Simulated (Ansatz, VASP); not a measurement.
**CdS in VASP and in Ansatz**

File INCAR:

```
SYSTEM = CdS
PREC = Accurate
ENCUT = 630
EDIFF = 1E-6
ISMEAR = -1
SIGMA = 0.02
LREAL = .False.
LASPH = .True.
NELM = 120
ALGO = Normal
ISIF = 2
LWAVE = .False.
LCHARG = .True.
GGA = PE
LELF = .True.
LVHAR = .True.
NBANDS = 20
GGA_COMPAT = .False.
```

Contents of KPOINTS:

```
Automatic mesh
0
Gamma
  8 8 8
  0 0 0
```

POSCAR

```
CdS
1.0
   -0.1384494565      2.7003976037      2.7003976037
    2.7003976037     -0.1384494565      2.7003976037
    2.7003976037      2.7003976037     -0.1384494565
Cd S
1 1
Direct
    0.0000000000      0.0000000000      0.0000000000
    0.5000000000      0.5000000000      0.5000000000
```

Input for Ansatz:

```yaml
crystal:
  lattice:
    - [-0.1384494565, 2.7003976037, 2.7003976037]
    - [2.7003976037, -0.1384494565, 2.7003976037]
    - [2.7003976037, 2.7003976037, -0.1384494565]
  atoms:
    - { symbol: Cd, position: [0.0, 0.0, 0.0] }
    - { symbol: S, position: [0.5, 0.5, 0.5] }
kpoints:
  mp_grid: { grid: [8, 8, 8] }
  band_path:
    path:
      - [0.0, 0.0, 0.0]
      - [0.5, 0.0, 0.5]
      - [0.625, 0.25, 0.625]
      - [0.375, 0.375, 0.75]
      - [0.5, 0.5, 0.5]
      - [0.5, 0.25, 0.75]
    npoints: 1
hamiltonian:
  xc: pbe
scf:
  occupations: { method: fermi_dirac, width: 0.02 }
  n_extra_bands: 4
output:
  forces: true
  stress: true
  eigenvalues: true
```

Change from the starting cell: epitaxial_111 strain +4.1%.

Alike in both runs: task single point; functional PBE; k mesh 8 × 8 × 8; occupations fermi-dirac, width 0.02 eV; no spin polarisation.

|  | VASP | Ansatz |
| --- | --- | --- |
| version | VASP 6.6.1 | Ansatz 0.2.0 |
| potentials or method | VASP PAW PBE potentials, release 64 (Cd_sv_GW, S) | plane waves, PAW |
| plane-wave cutoff (eV) | 630 | 420 |
| valence electrons in the cell | 26 | 26 |

Ansatz gave:

| Item | Value |
| --- | --- |
| pressure (GPa) | -1.6 |
| traceless stress, the component that is largest in VASP (GPa) | 1.53 |

Which values does VASP return?

Pressure (GPa): -1.7; traceless stress, the component that is largest in VASP (GPa): 1.52.
